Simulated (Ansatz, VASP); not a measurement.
**Two plane-wave programs on BeGa2**

Contents of INCAR:

```
PREC     = Accurate       # precision mode
ENCUT    = 520            # plane-wave cutoff, eV
EDIFF    = 1E-7           # SCF threshold, eV
ISMEAR   = 0              # smearing method
SIGMA    = 0.1            # smearing width, eV
LREAL    = F              # projectors in reciprocal space
LASPH    = T              # aspherical terms in the spheres
NELM     = 80             # most SCF steps
ALGO     = Fast           # electronic algorithm
ISIF     = 2              # what is computed and relaxed
LWAVE    = F              # write WAVECAR
LCHARG   = F              # write CHGCAR
GGA      = PE             # functional
NBANDS   = 37             # bands
```

The input KPOINTS:

```
regular mesh
0
Gamma
  8 8 8
```

Contents of POSCAR:

```
BeGa2
1.0
   -1.8389404009      1.8389404009      6.3939503128
    1.8389404009     -1.8389404009      6.3939503128
    1.8389404009      1.8389404009     -6.3939503128
Be Ga
2 4
Direct
    0.0000000000      0.0000000000      0.0000000000
    0.7500000000      0.2500000000      0.5000000000
    0.4165000000      0.4165000000      0.0000000000
    0.1665000000      0.6665000000      0.5000000000
    0.3335000000      0.8335000000      0.5000000000
    0.5835000000      0.5835000000      0.0000000000
```

Input for Ansatz:

```yaml
crystal:
  lattice:
    - [-1.8389404009, 1.8389404009, 6.3939503128]
    - [1.8389404009, -1.8389404009, 6.3939503128]
    - [1.8389404009, 1.8389404009, -6.3939503128]
  atoms:
    - { symbol: Be, position: [0.0, 0.0, 0.0] }
    - { symbol: Be, position: [0.75, 0.25, 0.5] }
    - { symbol: Ga, position: [0.4165, 0.4165, 0.0] }
    - { symbol: Ga, position: [0.1665, 0.6665, 0.5] }
    - { symbol: Ga, position: [0.3335, 0.8335, 0.5] }
    - { symbol: Ga, position: [0.5835, 0.5835, 0.0] }
basis:
  ecutwfc: 420
kpoints:
  mp_grid: { grid: [8, 8, 8] }
hamiltonian:
  xc: pbe
scf:
  occupations: { method: gaussian, width: 0.1 }
  lower_state_search: "off"
output:
  forces: true
  stress: true
  eigenvalues: true
```

Alike in both runs: task single point; functional PBE; k mesh 8 × 8 × 8; occupations gaussian, width 0.1 eV; no spin polarisation.

```csv
,VASP,Ansatz
version,VASP 6.6.1,Ansatz 0.2.0
potentials or method,"VASP PAW PBE potentials, release 64 (Be, Ga_d), cutoff 520 eV","scalar-relativistic, plane waves, PAW"
valence electrons in the cell,56,56
```

```tsv
	VASP	Ansatz	Ansatz less VASP
gap on the k mesh at the Fermi level (eV)	none	none	-
rms of the force components (eV/Å)	0.063	0.063	-0.0008
```

Atom by atom the forces differ by 0.001 eV/Å (rms over components). A gap of «none» marks a metal or a gap that the smearing closes. With one functional, cell and mesh, what is left measures potentials, basis and numerics.
